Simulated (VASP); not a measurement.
Runs of VASP 6.6.1 on Ti. The structure is that of space group I4/mmm (No. 139), or close to it. The cells are those of the table. 

```csv
cell,further INCAR settings,gap on the mesh (eV),pressure (GPa)
"a = 2.849 Å, angles 101.5, 101.5, 126.9°, 1 atom",ALGO = Fast; EDIFF = 1e-06; NBANDS = 12,none,(a)
"a = 2.816 Å, angles 103.5, 103.5, 122.2°, 1 atom",ALGO = Fast; EDIFF = 1e-07; NBANDS = 12,none,(b)
"a = 2.796 Å, angles 105.4, 105.4, 118.0°, 1 atom",ALGO = Fast; EDIFF = 1e-07; NBANDS = 12,none,-0.3
"a = 2.802 Å, angles 114.7, 114.7, 99.4°, 1 atom",ALGO = Fast; EDIFF = 1e-06; NBANDS = 12,none,0.5
"a = 2.825 Å, angles 117.3, 117.3, 94.8°, 1 atom",ALGO = Fast; EDIFF = 1e-06; NBANDS = 12,none,0.7
```

Alike in all rows: task single point; level PBEsol; potentials or basis VASP PAW PBE potentials, release 64 (Ti_sv); no spin polarisation; k mesh 28 × 28 × 28; cutoff (eV) 520; smearing gaussian 0.15 eV.

Fill in the values left out.

(a) 0.0; (b) -0.4.

Caveats: the PAW data sets were made with another functional, which shifts forces and pressure a little.

A gap of «none» marks levels without a gap at the run's occupations.
